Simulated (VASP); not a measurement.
# Si (P1) in VASP: single point with PBE

Aim: the single point of Si with PBE.

Everything below comes from runs of VASP 6.6.1. Logs are shortened: lines on timing, memory, paths and dates and some standing lists are left out, and cuts for length are marked.

## (1) The cell of the first run

The typed cell holds 8 atoms: a = 5.470 Å, b = 5.470 Å, c = 5.470 Å, α = 90.00°, β = 90.00°, γ = 90.00°.

## (2) Single point, PBE (atoms moved at random)

The input, INCAR:

```
SYSTEM = Si
ALGO = Normal
EDIFF = 1E-7
ENCUT = 520
GGA = PE
ISIF = 2
ISMEAR = 0
LASPH = .TRUE.
LCHARG = .FALSE.
LREAL = .FALSE.
LWAVE = .FALSE.
NBANDS = 26
NELM = 60
PREC = Accurate
SIGMA = 0.05
```

The input, KPOINTS:

```
k-points
0
G
  6 6 6
  0 0 0
```

The input, POSCAR:

```
Si
1.0
    5.4697623842      0.0000000000      0.0000000000
    0.0000000000     -5.4697623842      0.0000000000
    0.0000000000      0.0000000000     -5.4697623842
Si
8
Direct
    0.5188293688      0.0016762910      0.0230539042
   -0.0106905799      0.5047940689     -0.0221201806
   -0.0094753914      0.0049312860      0.5114140282
    0.5002550996      0.5095022208      0.4962776023
    0.7638804822      0.7227656418      0.7291827256
    0.2440231991      0.2530792179      0.7236564253
    0.2615920377      0.7535185887      0.2413556068
    0.7315857839      0.2497326848      0.2971798883
```

Potentials or basis: VASP PAW PBE potentials, release 64 (Si).

On the command line:

```
cat potpaw_PBE.64/Si/POTCAR > POTCAR
mpirun -np 1 vasp_std > vasp.out
```

OUTCAR:

```text
SYSTEM = Si
   EDIFF = 1E-7
   ENCUT = 520
   GGA = PE
   ISIF = 2
   ISMEAR = 0
   LASPH = .TRUE.
   LREAL = .FALSE.
   NELM = 60
   PREC = Accurate

 ion  position               nearest neighbor table
   1  0.519  0.002  0.023-   7 2.29   8 2.33   5 2.59   6 2.61
   2  0.989  0.505  0.978-   5 2.19   6 2.40   7 2.48   8 2.64
   3  0.991  0.005  0.511-   6 2.26   8 2.27   5 2.31   7 2.50
   4  0.500  0.510  0.496-   8 2.19   5 2.25   7 2.33   6 2.34
   5  0.764  0.723  0.729-   2 2.19   4 2.25   3 2.31   1 2.59
   6  0.244  0.253  0.724-   3 2.26   4 2.34   2 2.40   1 2.61
   7  0.262  0.754  0.241-   1 2.29   4 2.33   2 2.48   3 2.50
   8  0.732  0.250  0.297-   4 2.19   3 2.27   1 2.33   2 2.64

  LATTYP: Found a simple cubic cell.
 ALAT       =     5.4697623842

  Lattice vectors:

 A1 = (   5.4697623842,   0.0000000000,   0.0000000000)
 A2 = (   0.0000000000,  -5.4697623842,   0.0000000000)
 A3 = (   0.0000000000,   0.0000000000,  -5.4697623842)

Analysis of symmetry for initial positions (statically):
=====================================================================
 Subroutine PRICEL returns:
 Original cell was already a primitive cell.

 Routine SETGRP: Setting up the symmetry group for a
 simple cubic supercell.

 Subroutine GETGRP returns: Found  1 space group operations
 (whereof  1 operations were pure point group operations)
 out of a pool of 48 trial point group operations.

The static configuration has the point symmetry C_1 .

Analysis of symmetry for dynamics (positions and initial velocities):
=====================================================================
 Subroutine PRICEL returns:
 Original cell was already a primitive cell.

 Routine SETGRP: Setting up the symmetry group for a
 simple cubic supercell.

 Subroutine GETGRP returns: Found  1 space group operations
 (whereof  1 operations were pure point group operations)
 out of a pool of 48 trial point group operations.

The dynamic configuration has the point symmetry C_1 .

 Subroutine INISYM returns: Found  1 space group operations
 (whereof  1 operations are pure point group operations),
 and found     1 'primitive' translations

----------------------------------------------------------------------------------------

                                     Primitive cell

  volume of cell :     163.6460

  direct lattice vectors                    reciprocal lattice vectors
     5.469762384  0.000000000  0.000000000     0.182823298  0.000000000  0.000000000
     0.000000000 -5.469762384  0.000000000     0.000000000 -0.182823298  0.000000000
     0.000000000  0.000000000 -5.469762384     0.000000000  0.000000000 -0.182823298

  length of vectors
     5.469762384  5.469762384  5.469762384     0.182823298  0.182823298  0.182823298

  position of ions in fractional coordinates (direct lattice)
     0.518829369  0.001676291  0.023053904
     0.989309420  0.504794069  0.977879819
     0.990524609  0.004931286  0.511414028
     0.500255100  0.509502221  0.496277602
     0.763880482  0.722765642  0.729182726
     0.244023199  0.253079218  0.723656425
     0.261592038  0.753518589  0.241355607
     0.731585784  0.249732685  0.297179888

  ion indices of the primitive-cell ions
   primitive index   ion index
                 1           1
                 2           2
                 3           3
                 4           4
                 5           5
                 6           6
                 7           7
                 8           8

----------------------------------------------------------------------------------------

 KPOINTS: k-points

Automatic generation of k-mesh.
 Grid dimensions read from file:
 generate k-points for:    6    6    6

 Generating k-lattice:

  Cartesian coordinates                     Fractional coordinates (reciprocal lattice)
     0.030470550  0.000000000  0.000000000     0.166666667  0.000000000  0.000000000
     0.000000000 -0.030470550  0.000000000     0.000000000  0.166666667  0.000000000
     0.000000000  0.000000000 -0.030470550     0.000000000  0.000000000  0.166666667

  Length of vectors
     0.030470550  0.030470550  0.030470550

  Shift w.r.t. Gamma in fractional coordinates (k-lattice)
     0.000000000  0.000000000  0.000000000

 Subroutine IBZKPT returns following result:
 ===========================================

 Found    112 irreducible k-points:

 Following reciprocal coordinates:
            Coordinates               Weight
  0.000000  0.000000  0.000000      1.000000
  0.166667  0.000000  0.000000      2.000000
  0.000000  0.166667  0.000000      2.000000
  0.000000  0.000000  0.166667      2.000000
  0.333333  0.000000  0.000000      2.000000
  0.000000  0.333333  0.000000      2.000000
[... 16 lines left out ...]
  0.000000 -0.333333  0.166667      2.000000
 -0.166667  0.000000  0.333333      2.000000
 [... further k-points ...]
   k-points           NKPTS =    112   k-points in BZ     NKDIM =    112   number of bands    NBANDS=     26
   number of dos      NEDOS =    301   number of ions     NIONS =      8
   total plane-waves  NPLWV =  74088
   dimension x,y,z NGX =    42 NGY =   42 NGZ =   42
   dimension x,y,z NGXF=    84 NGYF=   84 NGZF=   84
   ions per type =               8
   NGX,Y,Z   is equivalent  to a cutoff of  12.77, 12.77, 12.77 a.u.
   NGXF,Y,Z  is equivalent  to a cutoff of  25.53, 25.53, 25.53 a.u.
 SYSTEM =  Si
   PREC   = accura    normal or accurate (medium, high low for compatibility)
   ISTART =      0    job   : 0-new  1-cont  2-samecut
   ICHARG =      2    charge: 1-file 2-atom 10-const
   ISPIN  =      1    spin polarized calculation?
   LNONCOLLINEAR =      F non collinear calculations
   LSORBIT =      F    spin-orbit coupling
   LASPH  =      T    aspherical Exc in radial PAW
   ENCUT  =  520.0 eV  38.22 Ry    6.18 a.u.  10.17 10.17 10.17*2*pi/ulx,y,z
   NELM   =     60;   NELMIN=  2; NELMDL= -5     # of ELM steps
   EDIFF  = 0.1E-06   stopping-criterion for ELM
   LREAL  =      F    real-space projection
   EDIFFG = 0.1E-05   stopping-criterion for IOM
   NSW    =      0    number of steps for IOM
   IBRION =     -1    ionic relax: 0-MD 1-quasi-New 2-CG
   NFREE  =      0    steps in history (QN), initial steepest desc. (CG)
   ISIF   =      2    stress and relaxation
   ISYM   =      2    0-nonsym 1-usesym 2-fastsym
   POTIM  = 0.5000    time-step for ionic-motion
   TEBEG  =    0.0;   TEEND  =   0.0 temperature during run
   PSTRESS=    0.0 pullay stress
   NELECT =      32.0000    total number of electrons
   NUPDOWN=      -1.0000    fix difference up-down
   EMIN   =  10.00;   EMAX   =-10.00  energy-range for DOS
   EFERMI =   0.00;   METHOD = LEGACY
   ISMEAR =     0;   SIGMA  =   0.05  broadening in eV -4-tet -1-fermi 0-gaus
   EFERMI_NEDOS =   21; number of points for ismear=-14 and -15
   IALGO  =     38    algorithm
   IMIX   =      4    mixing-type and parameters
     AMIX     =   0.40;   BMIX     =  1.00
     AMIX_MAG =   1.60;   BMIX_MAG =  1.00
  volume/ion in A,a.u.               =      20.46       138.04
  Fermi-wavevector in a.u.,A,eV,Ry     =   0.950218  1.795651 12.284882  0.902913
  Thomas-Fermi vector in A             =   2.078574
   LORBIT       =      0    0 simple, 1 ext, 2 COOP (PROOUT), +10 PAW based schemes
   GGA     = PE    functional components
   LHFCALC =     F    Hartree Fock is set to
   AEXX    =    0.0000 exact exchange contribution
   IVDW    =     0    specifies the selected vdW correction
   LEPSILON=     F    determine dielectric tensor
   LRPA    =     F    only Hartree local field effects (RPA)
 non-spin polarized calculation
 Gauss-broadening in eV      SIGMA  =   0.05
  energy-cutoff  :      520.00
  volume of cell :      163.65
 maximum number of plane-waves:      4436
 NGX is ok and might be reduce to    42
   NGX = 21   NGY = 21   NGZ = 21

 number of electron      31.9999999 magnetization

 Free energy of the ion-electron system (eV)
  ---------------------------------------------------
  ext. energy  EPLUGINS =         0.00000000
  ---------------------------------------------------
  free energy    TOTEN  =       -41.98865916 eV

  energy without entropy =      -41.98859822  energy(sigma->0) =      -41.98862869

 E-fermi :   5.8753     XC(G=0):  -9.3273

 val. band max:        5.8017313804   @ k =   0.1667   0.0000   0.1667
 cond. band min:       5.9441979041   @ k =   0.0000   0.0000   0.0000
 fundamental gap:      0.1424665237
 Fermi energy:         5.8752808106

 k-point     1 :       0.0000    0.0000    0.0000
  band No.  band energies     occupation
      1      -6.3525      2.00000
      2      -2.7870      2.00000
      3      -2.5919      2.00000
      4      -2.4651      2.00000
      5      -2.1711      2.00000
      6      -1.8129      2.00000
[... 18 lines left out ...]
     25       8.4056      0.00000
     26       8.6213      0.00000

 k-point     2 :       0.1667    0.0000    0.0000
  band No.  band energies     occupation
      1      -6.2370      2.00000
      2      -3.5388      2.00000
      3      -2.6230      2.00000
      4      -2.3747      2.00000
      5      -1.8646      2.00000
      6      -1.8020      2.00000
[... 18 lines left out ...]
     25       8.9328      0.00000
     26       9.2769      0.00000

 k-point     3 :       0.0000    0.1667    0.0000
  band No.  band energies     occupation
      1      -6.2353      2.00000
      2      -3.5315      2.00000
      3      -2.6755      2.00000
      4      -2.3407      2.00000
      5      -2.0229      2.00000
      6      -1.5850      2.00000
[... 18 lines left out ...]
     25       8.9543      0.00000
     26       9.2569      0.00000

 k-point     4 :       0.0000    0.0000    0.1667
  band No.  band energies     occupation
      1      -6.2442      2.00000
      2      -3.4989      2.00000
      3      -2.5708      2.00000
      4      -2.2708      2.00000
      5      -2.1437      2.00000
      6      -1.7962      2.00000
[... 18 lines left out ...]
     25       8.8720      0.00000
     26       9.3195      0.00000

 k-point     5 :       0.3333    0.0000    0.0000
  band No.  band energies     occupation
      1      -5.8987      2.00000
      2      -4.4750      2.00000
      3      -2.5531      2.00000
      4      -2.2546      2.00000
      5      -1.8245      2.00000
      6      -1.6771      2.00000
[... 18 lines left out ...]
     25       9.9335      0.00000
     26      10.1121      0.00000

 k-point     6 :       0.0000    0.3333    0.0000
  band No.  band energies     occupation
      1      -5.8887      2.00000
      2      -4.4883      2.00000
      3      -2.5471      2.00000
      4      -2.3266      2.00000
      5      -1.8711      2.00000
      6      -1.5439      2.00000
[... 427 lines left out ...]
 k-point    21 :      -0.3333    0.0000    0.1667
  band No.  band energies     occupation
      1      -5.8042      2.00000
      2      -4.3722      2.00000
      3      -3.1008      2.00000
      4      -2.6514      2.00000
      5      -1.4908      2.00000
      6      -1.1005      2.00000
[... 18 lines left out ...]
     25       9.9910      0.00000
     26      10.2175      0.00000

 k-point    22 :       0.0000    0.1667    0.3333
  band No.  band energies     occupation
      1      -5.8250      2.00000
      2      -4.3086      2.00000
      3      -3.2158      2.00000
      4      -2.4887      2.00000
      5      -1.6254      2.00000
      6      -1.1507      2.00000
[... 18 lines left out ...]
     25       9.8247      0.00000
     26      10.3763      0.00000

 k-point    23 :       0.0000   -0.3333    0.1667
  band No.  band energies     occupation
      1      -5.7884      2.00000
      2      -4.3943      2.00000
      3      -3.1775      2.00000
      4      -2.5581      2.00000
      5      -1.6577      2.00000
      6      -0.8848      2.00000
[... 18 lines left out ...]
     25       9.9199      0.00000
     26      10.2196      0.00000

 k-point    24 :      -0.1667    0.0000    0.3333
  band No.  band energies     occupation
      1      -5.8371      2.00000
      2      -4.2671      2.00000
      3      -3.1921      2.00000
      4      -2.5932      2.00000
      5      -1.5467      2.00000
      6      -1.1615      2.00000
[... 18 lines left out ...]
     25      10.0165      0.00000
     26      10.4308      0.00000

 [... further k-points ...]

------------------------ aborting loop because EDIFF is reached ----------------------------------------

  FORCE on cell =-STRESS in cart. coord.  units (eV):
  Direction    XX          YY          ZZ          XY          YZ          ZX
  --------------------------------------------------------------------------------------
  -------------------------------------------------------------------------------------
  Total        2.7413444      3.0637699      1.2061225      0.1249159     -0.5344368     -2.2017907
  in kB       26.8391523     29.9958615     11.8085512      1.2229901     -5.2324071    -21.5566478
  external PRESSURE =      22.8811883 kB  Pullay stress =       0.0000000 kB

 VOLUME and BASIS-vectors are now :
 -----------------------------------------------------------------------------
  energy-cutoff  :      520.00
  volume of cell :      163.65
      direct lattice vectors                 reciprocal lattice vectors
     5.469762384  0.000000000  0.000000000     0.182823298  0.000000000  0.000000000
     0.000000000 -5.469762384  0.000000000     0.000000000 -0.182823298  0.000000000
     0.000000000  0.000000000 -5.469762384     0.000000000  0.000000000 -0.182823298

 POSITION                                       TOTAL-FORCE (eV/Angst)
 -----------------------------------------------------------------------------------
      2.83787     -0.00917     -0.12610        -0.297924     -0.108186      1.924487
      5.41129     -2.76110     -5.34877         1.341177      1.575036     -2.231164
      5.41793     -0.02697     -2.79731         0.906742      1.195296      0.950853
      2.73628     -2.78686     -2.71452        -1.671047     -0.288984     -0.296516
      4.17824     -3.95336     -3.98846        -1.136194     -2.365631     -1.080496
      1.33475     -1.38428     -3.95823         0.875640      0.027363     -2.238703
      1.43085     -4.12157     -1.32016        -1.479763     -0.116024      0.179282
      4.00160     -1.36598     -1.62550         1.461367      0.081130      2.792256
 -----------------------------------------------------------------------------------
    total drift:                                0.000063     -0.000044      0.000002

  FREE ENERGIE OF THE ION-ELECTRON SYSTEM (eV)
  ---------------------------------------------------
  free  energy   TOTEN  =       -41.9886591596 eV

  energy  without entropy=      -41.9885982213  energy(sigma->0) =      -41.98862869
```

Run time: 11 min. Hardware: 1 thread of Oxide Virtual Turin-like, shared host; peak memory 0.43 GiB.

What came out:

| Item | Value |
| --- | --- |
| Free energy | -41.9887 eV |
| Pressure | 2.3 GPa |
| Largest force | 3.153 eV/Å |
| Band gap on the k mesh | 0.14 eV, indirect (least direct gap 0.24 eV) |

Forces on the atoms (eV/Å):
```
Si  -0.298 -0.108  1.924
Si   1.341  1.575 -2.231
Si   0.907  1.195  0.951
Si  -1.671 -0.289 -0.297
Si  -1.136 -2.366 -1.080
Si   0.876  0.027 -2.239
Si  -1.480 -0.116  0.179
Si   1.461  0.081  2.792
```

Stress tensor (GPa, compression positive):
```
 2.68  0.12 -2.16
 0.12  3.00 -0.52
-2.16 -0.52  1.18
```

Caveat: the cell differs from its parent crystal (atoms moved at random); forces of over 1 eV/Å act on the atoms, so gaps and moduli don't describe the material at rest.
